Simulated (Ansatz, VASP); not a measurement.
# CaO in VASP and in Ansatz

```
Ca O
1.0
     0.00000    2.35574    2.35574
     2.35574    0.00000    2.35574
     2.35574    2.35574    0.00000
Ca O
1 1
Direct
  0.00000 0.00000 0.00000
  0.50000 0.50000 0.50000
```

Alike in both runs: functional LDA; k mesh 8 × 8 × 8; occupations gaussian, width 0.1 eV; no spin polarisation.

Ansatz relaxed the structure, and its values are those at the end. VASP's run is a single point on that final structure, the one shown.

|  | VASP | Ansatz |
| --- | --- | --- |
| version | VASP 6.6.1 | Ansatz 0.2.0 |
| potentials or method | VASP PAW LDA potentials, release 64 (Ca_sv, O), cutoff 600 eV | scalar-relativistic, plane waves, PAW |
| valence electrons in the cell | 16 | 16 |

|  | VASP | Ansatz | Ansatz less VASP |
| --- | --- | --- | --- |
| gap on the k mesh at the Fermi level (eV) | 3.42 | 3.45 | +0.028 |
| least direct gap on the mesh (eV) | 3.78 | 3.81 | +0.029 |
| pressure (GPa) | 0.6 | -0.3 | -0.89 |

Ansatz warns that its potentials were made for another functional, while VASP's fit it. LDA's correlation is that of Perdew and Zunger in VASP and of Perdew and Wang (1992) in Ansatz.
